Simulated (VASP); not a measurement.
MgS:

```
CELL_PARAMETERS angstrom
0.00000 2.83312 2.83312
2.83312 0.00000 2.83312
2.83312 2.83312 0.00000
ATOMIC_POSITIONS crystal
S 0.25000 0.25000 0.25000
Mg 0.00000 0.00000 0.00000
```

```yaml
Program: VASP 6.6.1
Task: relaxation of cell and atoms
Functional: HF
Potentials_or_basis: VASP PAW PBE potentials, release 64 (S, Mg)
Cutoff: 600 eV
k_mesh: 4 × 4 × 4
Occupations: fermi-dirac, width 0.05 eV
Spin: no spin polarisation
```

At the start: pressure 1.9 GPa; volume 22.74 Å³/atom.

**Question.** Where does the relaxation end?

**Answer.** Over 3 steps the energy falls by 3.9 meV/atom and the volume is 23.42 Å³/atom (+3.0 %); space group F-43m (No. 216, to 0.1 Å) before and after.

The path:
| step | energy change (eV) | largest force (eV/Å) | pressure (GPa) | volume (Å³) |
| --- | --- | --- | --- | --- |
| 1 | 0.0000 | 0.0000 | 1.87 | 45.48 |
| 2 | -0.0070 | 0.0000 | -0.52 | 47.25 |
| 3 | -0.0077 | 0.0000 | -0.02 | 46.83 |

Final structure:
```
CELL_PARAMETERS angstrom
0.00000 2.86088 2.86088
2.86088 0.00000 2.86088
2.86088 2.86088 0.00000
ATOMIC_POSITIONS crystal
S 0.25000 0.25000 0.25000
Mg 0.00000 0.00000 0.00000
```

Caveat: the k points lie up to 0.48 Å⁻¹ apart in the final cell; the PAW data sets were made with another functional, which shifts forces and pressure a little.
